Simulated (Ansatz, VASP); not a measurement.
One calculation of AlN, two programs

The input INCAR:

```
SYSTEM = AlN
ALGO     = Normal         ! electronic algorithm
EDIFF    = 1E-7           ! SCF threshold, eV
ENCUT    = 520            ! plane-wave cutoff, eV
GGA      = PE             ! functional
ISIF     = 2              ! what is computed and relaxed
ISMEAR   = -1             ! smearing method
LASPH    = .TRUE.         ! aspherical terms in the spheres
LCHARG   = .TRUE.         ! write CHGCAR
LELF     = .TRUE.         ! ELF
LREAL    = .FALSE.        ! projectors in reciprocal space
LVHAR    = .TRUE.       
LWAVE    = .FALSE.        ! write WAVECAR
NBANDS   = 11             ! bands
NELM     = 100            ! most SCF steps
PREC     = Accurate       ! precision mode
SIGMA    = 0.02           ! smearing width, eV
```

The input KPOINTS:

```
k-points
0
G
  10 10 10
  0 0 0
```

File POSCAR:

```
AlN
1.0
    0.0000000000      2.1848764830      2.1848764830
    2.1001032754      0.0000000000      2.1848764830
    2.1001032754      2.1848764830      0.0000000000
Al N
1 1
Direct
    0.0000000000      0.0000000000      0.0000000000
    0.7500000000      0.7500000000      0.7500000000
```

Input for Ansatz:

```yaml
crystal:
  lattice:
    - [0.0, 2.184876483, 2.184876483]
    - [2.1001032754, 0.0, 2.184876483]
    - [2.1001032754, 2.184876483, 0.0]
  atoms:
    - { symbol: Al, position: [0.0, 0.0, 0.0] }
    - { symbol: "N", position: [0.75, 0.75, 0.75] }
kpoints:
  mp_grid: { grid: [10, 10, 10] }
  band_path:
    path:
      - [0.0, 0.0, 0.0]
      - [-0.5, -0.5, 0.0]
      - [-0.375, -0.375, 0.25]
      - [-0.375, 0.0, 0.375]
      - [0.0, 0.0, 0.5]
      - [-0.5, -0.25, 0.25]
      - [0.0, 0.5, 0.5]
    npoints: 1
hamiltonian:
  xc: pbe
scf:
  occupations: { method: fermi_dirac, width: 0.02 }
  n_extra_bands: 4
output:
  forces: true
  stress: true
  eigenvalues: true
```

Change from the starting cell: uniaxial_x strain -3.9%.

Alike in both runs: task single point; functional PBE; k mesh 10 × 10 × 10; occupations fermi-dirac, width 0.02 eV; no spin polarisation.

|  | VASP | Ansatz |
| --- | --- | --- |
| version | VASP 6.6.1 | Ansatz 0.2.0 |
| potentials or method | VASP PAW PBE potentials, release 64 (Al, N) | plane waves, PAW |
| plane-wave cutoff (eV) | 520 | 420 |
| valence electrons in the cell | 8 | 8 |

VASP gave:

```
gap on the k mesh at the Fermi level (eV)                     : 3.12
pressure (GPa)                                                : 13.2
traceless stress, the component that is largest in VASP (GPa) : 2.86
```

Which values does Ansatz return?

gap on the k mesh at the Fermi level (eV): 3.13; pressure (GPa): 13.4; traceless stress, the component that is largest in VASP (GPa): 2.84.
